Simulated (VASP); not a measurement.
# Mo4C in VASP: a series of runs

The runs below take Mo4C through single point, with LDA.

All numbers are computed with VASP 6.6.1; they aren't measurements. Logs are shortened: lines on timing, memory, paths and dates and some standing lists are left out, and cuts for length are marked.

## Step 1: The cell of the first run

The cell holds a slab with vacuum, 5 atoms: a = 3.111 Å, b = 3.111 Å, c = 21.510 Å, α = 90.00°, β = 90.00°, γ = 90.00°.

## Step 2: Single point, LDA

Input file INCAR:

```
PREC = Accurate ; ENCUT = 520
EDIFF = 1E-6 ; ISMEAR = 0
SIGMA = 0.1 ; LREAL = F
LASPH = T ; NELM = 60
ALGO = Normal ; ISIF = 2
LWAVE = F ; LCHARG = F
LDIPOL = T ; IDIPOL = 3
DIPOL = 0.5 0.5 0.340 ; NBANDS = 38
```

Input file KPOINTS:

```
regular mesh
0
Gamma
  9 9 1
```

Input file POSCAR:

```
Mo4C
1.0
    3.1111816891      0.0000000000      0.0000000000
    0.0000000000      3.1111816891      0.0000000000
    0.0000000000      0.0000000000     21.5098172784
Mo C
4 1
Direct
    0.5000000000      0.5000000000      0.1859615983
    0.0000000000      0.0000000000      0.2582816382
    0.5000000000      0.5000000000      0.3325055024
    0.0000000000      0.0000000000      0.3956248056
    0.0000000000      0.0000000000      0.5281224443
```

Potentials or basis: VASP PAW LDA potentials, release 64 (Mo_sv, C).

The run is started by

```sh
> cat potpaw_LDA.64/Mo_sv/POTCAR potpaw_LDA.64/C/POTCAR > POTCAR
> mpirun -np 1 vasp_std > vasp.out
```

OUTCAR:

```text
PREC = Accurate
   ENCUT = 520
   EDIFF = 1E-6
   ISMEAR = 0
   LREAL = F
   LASPH = T
   NELM = 60
   ISIF = 2

 ion  position               nearest neighbor table
   1  0.500  0.500  0.186-   2 2.69   2 2.69   2 2.69   2 2.69   3 3.15
   2  0.000  0.000  0.258-   1 2.69   1 2.69   1 2.69   1 2.69   3 2.72   3 2.72   3 2.72   3 2.72
                             4 2.95
   3  0.500  0.500  0.333-   4 2.59   4 2.59   4 2.59   4 2.59   2 2.72   2 2.72   2 2.72   2 2.72
                             1 3.15
   4  0.000  0.000  0.396-   3 2.59   3 2.59   3 2.59   3 2.59   2 2.95
   5  0.000  0.000  0.528-

  LATTYP: Found a simple tetragonal cell.
 ALAT       =     3.1111816891
 C/A-ratio  =     6.9137129965

  Lattice vectors:

 A1 = (   3.1111816891,   0.0000000000,   0.0000000000)
 A2 = (   0.0000000000,   3.1111816891,   0.0000000000)
 A3 = (   0.0000000000,   0.0000000000,  21.5098172784)

Analysis of symmetry for initial positions (statically):
=====================================================================
 Subroutine PRICEL returns:
 Original cell was already a primitive cell.

 Routine SETGRP: Setting up the symmetry group for a
 simple tetragonal supercell.

 Subroutine GETGRP returns: Found  8 space group operations
 (whereof  8 operations were pure point group operations)
 out of a pool of 16 trial point group operations.

The static configuration has the point symmetry C_4v.

Analysis of symmetry for dynamics (positions and initial velocities):
=====================================================================
 Subroutine PRICEL returns:
 Original cell was already a primitive cell.

 Routine SETGRP: Setting up the symmetry group for a
 simple tetragonal supercell.

 Subroutine GETGRP returns: Found  8 space group operations
 (whereof  8 operations were pure point group operations)
 out of a pool of 16 trial point group operations.

The dynamic configuration has the point symmetry C_4v.

 Subroutine INISYM returns: Found  8 space group operations
 (whereof  8 operations are pure point group operations),
 and found     1 'primitive' translations

----------------------------------------------------------------------------------------

                                     Primitive cell

  volume of cell :     208.2032

  direct lattice vectors                    reciprocal lattice vectors
     3.111181689  0.000000000  0.000000000     0.321421280  0.000000000  0.000000000
     0.000000000  3.111181689  0.000000000     0.000000000  0.321421280  0.000000000
     0.000000000  0.000000000 21.509817278     0.000000000  0.000000000  0.046490400

  length of vectors
     3.111181689  3.111181689 21.509817278     0.321421280  0.321421280  0.046490400

  position of ions in fractional coordinates (direct lattice)
     0.500000000  0.500000000  0.185961598
     0.000000000  0.000000000  0.258281638
     0.500000000  0.500000000  0.332505502
     0.000000000  0.000000000  0.395624806
     0.000000000  0.000000000  0.528122444

  ion indices of the primitive-cell ions
   primitive index   ion index
                 1           1
                 2           2
                 3           3
                 4           4
                 5           5

----------------------------------------------------------------------------------------

 KPOINTS: regular mesh

Automatic generation of k-mesh.
 Grid dimensions read from file:
 generate k-points for:    9    9    1

 Generating k-lattice:

  Cartesian coordinates                     Fractional coordinates (reciprocal lattice)
     0.035713476  0.000000000  0.000000000     0.111111111  0.000000000  0.000000000
     0.000000000  0.035713476  0.000000000     0.000000000  0.111111111  0.000000000
     0.000000000  0.000000000  0.046490400     0.000000000  0.000000000  1.000000000

  Length of vectors
     0.035713476  0.035713476  0.046490400

  Shift w.r.t. Gamma in fractional coordinates (k-lattice)
     0.000000000  0.000000000  0.000000000

 Subroutine IBZKPT returns following result:
 ===========================================

 Found     15 irreducible k-points:

 Following reciprocal coordinates:
            Coordinates               Weight
  0.000000  0.000000  0.000000      1.000000
  0.111111  0.000000  0.000000      4.000000
  0.222222  0.000000  0.000000      4.000000
  0.333333  0.000000  0.000000      4.000000
  0.444444  0.000000  0.000000      4.000000
  0.111111  0.111111  0.000000      4.000000
  0.222222  0.111111  0.000000      8.000000
  0.333333  0.111111  0.000000      8.000000
  0.444444  0.111111  0.000000      8.000000
  0.222222  0.222222  0.000000      4.000000
  0.333333  0.222222  0.000000      8.000000
  0.444444  0.222222  0.000000      8.000000
  0.333333  0.333333  0.000000      4.000000
  0.444444  0.333333  0.000000      8.000000
  0.444444  0.444444  0.000000      4.000000
   k-points           NKPTS =     15   k-points in BZ     NKDIM =     15   number of bands    NBANDS=     38
   number of dos      NEDOS =    301   number of ions     NIONS =      5
   total plane-waves  NPLWV =  92160
   dimension x,y,z NGX =    24 NGY =   24 NGZ =  160
   dimension x,y,z NGXF=    48 NGYF=   48 NGZF=  320
   ions per type =               4   1
   NGX,Y,Z   is equivalent  to a cutoff of  12.82, 12.82, 12.37 a.u.
   NGXF,Y,Z  is equivalent  to a cutoff of  25.65, 25.65, 24.73 a.u.
 SYSTEM =  unknown system
   PREC   = accura    normal or accurate (medium, high low for compatibility)
   ISTART =      0    job   : 0-new  1-cont  2-samecut
   ICHARG =      2    charge: 1-file 2-atom 10-const
   ISPIN  =      1    spin polarized calculation?
   LNONCOLLINEAR =      F non collinear calculations
   LSORBIT =      F    spin-orbit coupling
   LASPH  =      T    aspherical Exc in radial PAW
   ENCUT  =  520.0 eV  38.22 Ry    6.18 a.u.   5.78  5.78 39.99*2*pi/ulx,y,z
   NELM   =     60;   NELMIN=  2; NELMDL= -5     # of ELM steps
   EDIFF  = 0.1E-05   stopping-criterion for ELM
   LREAL  =      F    real-space projection
   EDIFFG = 0.1E-04   stopping-criterion for IOM
   NSW    =      0    number of steps for IOM
   IBRION =     -1    ionic relax: 0-MD 1-quasi-New 2-CG
   NFREE  =      0    steps in history (QN), initial steepest desc. (CG)
   ISIF   =      2    stress and relaxation
   ISYM   =      2    0-nonsym 1-usesym 2-fastsym
   POTIM  = 0.5000    time-step for ionic-motion
   TEBEG  =    0.0;   TEEND  =   0.0 temperature during run
   PSTRESS=    0.0 pullay stress
   NELECT =      60.0000    total number of electrons
   NUPDOWN=      -1.0000    fix difference up-down
   EMIN   =  10.00;   EMAX   =-10.00  energy-range for DOS
   EFERMI =   0.00;   METHOD = LEGACY
   ISMEAR =     0;   SIGMA  =   0.10  broadening in eV -4-tet -1-fermi 0-gaus
   EFERMI_NEDOS =   21; number of points for ismear=-14 and -15
   IALGO  =     38    algorithm
   IMIX   =      4    mixing-type and parameters
     AMIX     =   0.40;   BMIX     =  1.00
     AMIX_MAG =   1.60;   BMIX_MAG =  1.00
  volume/ion in A,a.u.               =      41.64       281.00
  Fermi-wavevector in a.u.,A,eV,Ry     =   1.081341  2.043439 15.909276  1.169299
  Thomas-Fermi vector in A             =   2.217355
   LORBIT       =      0    0 simple, 1 ext, 2 COOP (PROOUT), +10 PAW based schemes
   GGA     = CA    functional components
   LHFCALC =     F    Hartree Fock is set to
   AEXX    =    0.0000 exact exchange contribution
   IVDW    =     0    specifies the selected vdW correction
   LEPSILON=     F    determine dielectric tensor
   LRPA    =     F    only Hartree local field effects (RPA)
 non-spin polarized calculation
 Gauss-broadening in eV      SIGMA  =   0.10
  energy-cutoff  :      520.00
  volume of cell :      208.20
 maximum number of plane-waves:      5636
 NGX is ok and might be reduce to    24
   NGX = 11   NGY = 11   NGZ = 79

 dipolmoment           0.000000      0.000000     -0.039430 electrons x Angstroem

 number of electron      59.9999987 magnetization

 dipolmoment           0.000000      0.000000      0.138647 electrons x Angstroem

 Free energy of the ion-electron system (eV)
  ---------------------------------------------------
  ext. energy  EPLUGINS =         0.00000000
  ---------------------------------------------------
  free energy    TOTEN  =       -47.16336742 eV

  energy without entropy =      -47.11734525  energy(sigma->0) =      -47.14035634

 E-fermi :   0.3336     XC(G=0):  -5.9301

 val. band max:        0.3286693907   @ k =   0.4444   0.3333   0.0000
 cond. band min:       0.3498153756   @ k =   0.1111   0.1111   0.0000
 fundamental gap:      0.0211459848
 Fermi energy:         0.3336297070

 k-point     1 :       0.0000    0.0000    0.0000
  band No.  band energies     occupation
      1     -60.2237      2.00000
      2     -60.0344      2.00000
      3     -59.7867      2.00000
      4     -59.6863      2.00000
      5     -34.6647      2.00000
      6     -34.6511      2.00000
[... 30 lines left out ...]
     37       2.3192      0.00000
     38       2.7025      0.00000

 k-point     2 :       0.1111    0.0000    0.0000
  band No.  band energies     occupation
      1     -60.2066      2.00000
      2     -60.0259      2.00000
      3     -59.7896      2.00000
      4     -59.6980      2.00000
      5     -34.7647      2.00000
      6     -34.6783      2.00000
[... 30 lines left out ...]
     37       2.3186      0.00000
     38       2.5352      0.00000

 k-point     3 :       0.2222    0.0000    0.0000
  band No.  band energies     occupation
      1     -60.1588      2.00000
      2     -60.0032      2.00000
      3     -59.7985      2.00000
      4     -59.7321      2.00000
      5     -34.9058      2.00000
      6     -34.8059      2.00000
[... 30 lines left out ...]
     37       2.4112      0.00000
[... 412 lines left out ...]
 k-point    14 :       0.4444    0.3333    0.0000
  band No.  band energies     occupation
      1     -59.9927      2.00000
      2     -59.9404      2.00000
      3     -59.8194      2.00000
      4     -59.8106      2.00000
      5     -35.0718      2.00000
      6     -35.0079      2.00000
[... 30 lines left out ...]
     37       2.6498      0.00000
     38       3.2579      0.00000

 k-point    15 :       0.4444    0.4444    0.0000
  band No.  band energies     occupation
      1     -59.9836      2.00000
      2     -59.9349      2.00000
      3     -59.8157      2.00000
      4     -59.8061      2.00000
      5     -35.1222      2.00000
      6     -35.1071      2.00000
[... 30 lines left out ...]
     37       3.0529      0.00000
     38       3.2938      0.00000

------------------------ aborting loop because EDIFF is reached ----------------------------------------

 vacuum level on the upper side and lower side of the slab       (xc-potential included)         1.057        -1.485

  FORCE on cell =-STRESS in cart. coord.  units (eV):
  Direction    XX          YY          ZZ          XY          YZ          ZX
  --------------------------------------------------------------------------------------
  -------------------------------------------------------------------------------------
  Total       -7.8023878     -7.8023878     -7.4528419      0.0000000     -0.0000000      0.0000000
  in kB      -60.0413769    -60.0413769    -57.3515321      0.0000000     -0.0000000      0.0000000
  external PRESSURE =     -59.1447620 kB  Pullay stress =       0.0000000 kB

 VOLUME and BASIS-vectors are now :
 -----------------------------------------------------------------------------
  energy-cutoff  :      520.00
  volume of cell :      208.20
      direct lattice vectors                 reciprocal lattice vectors
     3.111181689  0.000000000  0.000000000     0.321421280  0.000000000  0.000000000
     0.000000000  3.111181689  0.000000000     0.000000000  0.321421280  0.000000000
     0.000000000  0.000000000 21.509817278     0.000000000  0.000000000  0.046490400

 POSITION                                       TOTAL-FORCE (eV/Angst)
 -----------------------------------------------------------------------------------
      1.55559      1.55559      4.00000        -0.000000      0.000000      1.715804
      0.00000      0.00000      5.55559        -0.000000      0.000000     -1.887894
      1.55559      1.55559      7.15213         0.000000      0.000000     -0.554158
      0.00000      0.00000      8.50982        -0.000000      0.000000      2.838515
      0.00000      0.00000     11.35982        -0.000000      0.000000     -2.112267
 -----------------------------------------------------------------------------------
    total drift:                                0.000000     -0.000000     -0.000058

  FREE ENERGIE OF THE ION-ELECTRON SYSTEM (eV)
  ---------------------------------------------------
  free  energy   TOTEN  =       -47.1633674219 eV

  energy  without entropy=      -47.1173452540  energy(sigma->0) =      -47.14035634

 vacuum level on the upper side and lower side of the slab         6.917         4.318
```

It took 72 s on 1 thread of Intel Xeon 6975P-C (Granite Rapids), shared host; peak memory 0.28 GiB.

Results:

```yaml
Free_energy: -47.1634 eV
Largest_force: 2.839 eV/Å
Band_gap_on_the_k_mesh: zero (band 30 reaches 0.71 eV, above the bottom of band 31 at 0.16 eV)
```

Forces in eV/Å, atoms in the order of the input:
```
Mo   0.000  0.000  1.716
Mo   0.000  0.000 -1.888
Mo   0.000  0.000 -0.554
Mo   0.000  0.000  2.839
C    0.000  0.000 -2.112
```

Levels at points of the mesh, in eV from the Fermi level:
```
           k point  band 28  band 29  band 30  band 31  band 32  band 33
(0.00, 0.00, 0.00)    -0.77    -0.29    -0.29    -0.06     0.54     1.03
```

## Step 3: Single point, LDA

Input file INCAR:

```
SYSTEM = Mo4C
  PREC = Accurate
  ENCUT = 520
  EDIFF = 1E-6
  ISMEAR = 0
  SIGMA = 0.1
  LREAL = .False.
  LASPH = .True.
  NELM = 100
  ALGO = Normal
  ISIF = 2
  LWAVE = .False.
  LCHARG = .True.
  LDIPOL = .True.
  IDIPOL = 3
  DIPOL = 0.5 0.5 0.351
  GGA = CA
  LELF = .True.
  LVHAR = .True.
  LVACPOTAV = .True.
  NBANDS = 38
```

Input file KPOINTS:

```
Automatic mesh
0
Gamma
  9 9 1
  0 0 0
```

Changes to POSCAR since step 2:

```diff
@@ -12,2 +12,2 @@
     0.0000000000      0.0000000000      0.3956248056
-    0.0000000000      0.0000000000      0.5281224443
+    0.0000000000      0.0000000000      0.5839109238
```

Potentials or basis: VASP PAW LDA potentials, release 64 (Mo_sv, C).

The run is started by

```sh
> cat potpaw_LDA.64/Mo_sv/POTCAR potpaw_LDA.64/C/POTCAR > POTCAR
> mpirun -np 1 vasp_std > vasp.out
```

OUTCAR:

```text
SYSTEM = Mo4C
   PREC = Accurate
   ENCUT = 520
   EDIFF = 1E-6
   ISMEAR = 0
   LREAL = .False.
   LASPH = .True.
   NELM = 100
   ISIF = 2
   GGA = CA

 ion  position               nearest neighbor table
   1  0.500  0.500  0.186-   2 2.69   2 2.69   2 2.69   2 2.69   3 3.15
   2  0.000  0.000  0.258-   1 2.69   1 2.69   1 2.69   1 2.69   3 2.72   3 2.72   3 2.72   3 2.72
                             4 2.95
   3  0.500  0.500  0.333-   4 2.59   4 2.59   4 2.59   4 2.59   2 2.72   2 2.72   2 2.72   2 2.72
                             1 3.15
   4  0.000  0.000  0.396-   3 2.59   3 2.59   3 2.59   3 2.59   2 2.95
   5  0.000  0.000  0.584-

  LATTYP: Found a simple tetragonal cell.
 ALAT       =     3.1111816891
 C/A-ratio  =     6.9137129965

  Lattice vectors:

 A1 = (   3.1111816891,   0.0000000000,   0.0000000000)
 A2 = (   0.0000000000,   3.1111816891,   0.0000000000)
 A3 = (   0.0000000000,   0.0000000000,  21.5098172784)

Analysis of symmetry for initial positions (statically):
=====================================================================
 Subroutine PRICEL returns:
 Original cell was already a primitive cell.

 Routine SETGRP: Setting up the symmetry group for a
[... 173 lines left out ...]
 fundamental gap:      0.0578864481
 Fermi energy:         0.5530044253

 k-point     1 :       0.0000    0.0000    0.0000
  band No.  band energies     occupation
      1     -60.0237      2.00000
      2     -59.8226      2.00000
      3     -59.5637      2.00000
      4     -59.4448      2.00000
      5     -34.4749      2.00000
      6     -34.4415      2.00000
[... 604 lines left out ...]
     37       3.1219      0.00000
     38       3.2478      0.00000

------------------------ aborting loop because EDIFF is reached ----------------------------------------

  FORCE on cell =-STRESS in cart. coord.  units (eV):
  Direction    XX          YY          ZZ          XY          YZ          ZX
  --------------------------------------------------------------------------------------
  -------------------------------------------------------------------------------------
  Total       -8.9749770     -8.9749770     -3.6493037      0.0000000      0.0000000      0.0000000
  in kB      -69.0647519    -69.0647519    -28.0823290      0.0000000      0.0000000      0.0000000
  external PRESSURE =     -55.4039443 kB  Pullay stress =       0.0000000 kB

 VOLUME and BASIS-vectors are now :
 -----------------------------------------------------------------------------
  energy-cutoff  :      520.00
  volume of cell :      208.20
      direct lattice vectors                 reciprocal lattice vectors
     3.111181689  0.000000000  0.000000000     0.321421280  0.000000000  0.000000000
     0.000000000  3.111181689  0.000000000     0.000000000  0.321421280  0.000000000
     0.000000000  0.000000000 21.509817278     0.000000000  0.000000000  0.046490400

 POSITION                                       TOTAL-FORCE (eV/Angst)
 -----------------------------------------------------------------------------------
      1.55559      1.55559      4.00000        -0.000000      0.000000      1.698369
      0.00000      0.00000      5.55559        -0.000000     -0.000000     -1.777866
      1.55559      1.55559      7.15213         0.000000     -0.000000     -0.191604
      0.00000      0.00000      8.50982        -0.000000     -0.000000      0.634221
      0.00000      0.00000     12.55982        -0.000000     -0.000000     -0.363121
 -----------------------------------------------------------------------------------
    total drift:                                0.000000     -0.000000     -0.000080

  FREE ENERGIE OF THE ION-ELECTRON SYSTEM (eV)
  ---------------------------------------------------
  free  energy   TOTEN  =       -45.9607043010 eV

  energy  without entropy=      -45.9261388394  energy(sigma->0) =      -45.94342157

 vacuum level on the upper side and lower side of the slab         6.820         4.731
```

Wall time 79 s (1 thread of Intel Xeon 6975P-C (Granite Rapids), shared host); peak memory 0.28 GiB.

Results:

| Property | Result |
| --- | --- |
| Free energy | -45.9607 eV |
| Largest force | 1.778 eV/Å |
| Band gap on the k mesh | zero (band 30 reaches 1.29 eV, above the bottom of band 31 at 0.34 eV) |

Forces on the atoms (eV/Å):
```
Mo   0.000  0.000  1.698
Mo   0.000  0.000 -1.778
Mo   0.000  0.000 -0.192
Mo   0.000  0.000  0.634
C    0.000  0.000 -0.363
```

Levels at points of the mesh, in eV from the Fermi level:
```csv
k point,band 27,band 28,band 29,band 30,band 31,band 32,band 33,band 34
"(0.00, 0.00, 0.00)",-0.81,-0.78,-0.30,-0.30,-0.07,0.53,0.93,1.05
```

## Step 4: Single point, LDA

Input file INCAR:

```
  PREC = Accurate
  ENCUT = 520
  EDIFF = 1E-7
  ISMEAR = 0
  SIGMA = 0.1
  LREAL = False
  LASPH = True
  NELM = 80
  ALGO = Normal
  ISIF = 2
  LWAVE = False
  LCHARG = True
  LDIPOL = True
  IDIPOL = 3
  DIPOL = 0.5 0.5 0.323
  LELF = True
  LVHAR = True
  LVACPOTAV = True
  NBANDS = 38
```

Input file KPOINTS:

```
Automatic mesh
0
Gamma
  9 9 1
```

Changes to POSCAR since step 3:

```diff
@@ -12,2 +12,2 @@
     0.0000000000      0.0000000000      0.3956248056
-    0.0000000000      0.0000000000      0.5839109238
+    0.5000000000      0.5000000000      0.4421152051
```

The run is started by

```sh
> cat potpaw_LDA.64/Mo_sv/POTCAR potpaw_LDA.64/C/POTCAR > POTCAR
> mpirun -np 1 vasp_std > vasp.out
```

Run time: 83 s. Hardware: 1 thread of Intel Xeon 6975P-C (Granite Rapids), shared host; peak memory 0.28 GiB.

Results (log left out):

| Quantity | Value |
| --- | --- |
| Free energy | -52.9584 eV |
| Largest force | 6.506 eV/Å |
| Band gap on the k mesh | zero (band 30 reaches 1.45 eV, above the bottom of band 31 at -0.01 eV) |

Forces in eV/Å, atoms in the order of the input:
```
Mo   0.000  0.000  1.796
Mo   0.000  0.000 -2.063
Mo   0.000  0.000 -2.615
Mo   0.000  0.000  6.506
C    0.000  0.000 -3.624
```

Levels at points of the mesh, in eV from the Fermi level:
| k point | band 28 | band 29 | band 30 | band 31 | band 32 | band 33 |
| --- | --- | --- | --- | --- | --- | --- |
| (0.00, 0.00, 0.00) | -1.34 | -1.25 | -0.28 | -0.28 | -0.12 | 0.15 |

(Part 1 of 2 ends here.)
